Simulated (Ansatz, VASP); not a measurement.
# One calculation of SrLi2SnS4, two programs

```
CELL_PARAMETERS angstrom
4.76934 0.00000 0.00000
0.00000 4.76934 0.00000
0.00000 0.00000 7.65617
ATOMIC_POSITIONS crystal
Li 0.50000 0.50000 0.73142
Li 0.50000 0.50000 0.26858
Sr 0.00000 0.00000 0.00000
Sn 0.00000 0.00000 0.50000
S 0.50000 0.00000 0.73552
S 0.00000 0.50000 0.73552
S 0.50000 0.00000 0.26448
S 0.00000 0.50000 0.26448
```

Alike in both runs: functional PBE; k mesh 8 × 8 × 6; occupations gaussian, width 0.1 eV; no spin polarisation.

Ansatz relaxed the structure, and its values are those at the end. VASP's run is a single point on that final structure, the one shown.

|  | VASP | Ansatz |
| --- | --- | --- |
| version | VASP 6.6.1 | Ansatz 0.2.0 |
| potentials or method | VASP PAW PBE potentials, release 64 (Li_sv, Sr_sv, Sn_d, S), cutoff 520 eV | scalar-relativistic, plane waves, PAW |
| valence electrons in the cell | 54 | 54 |

|  | VASP | Ansatz | Ansatz less VASP |
| --- | --- | --- | --- |
| gap on the k mesh at the Fermi level (eV) | none | none | - |
| rms of the force components (eV/Å) | 0.007 | 0.004 | -0.0028 |

A gap of «none» marks a metal or a gap that the smearing closes.

Noted on VASP's run: the cutoff is short for stress, so the pressure is rough.
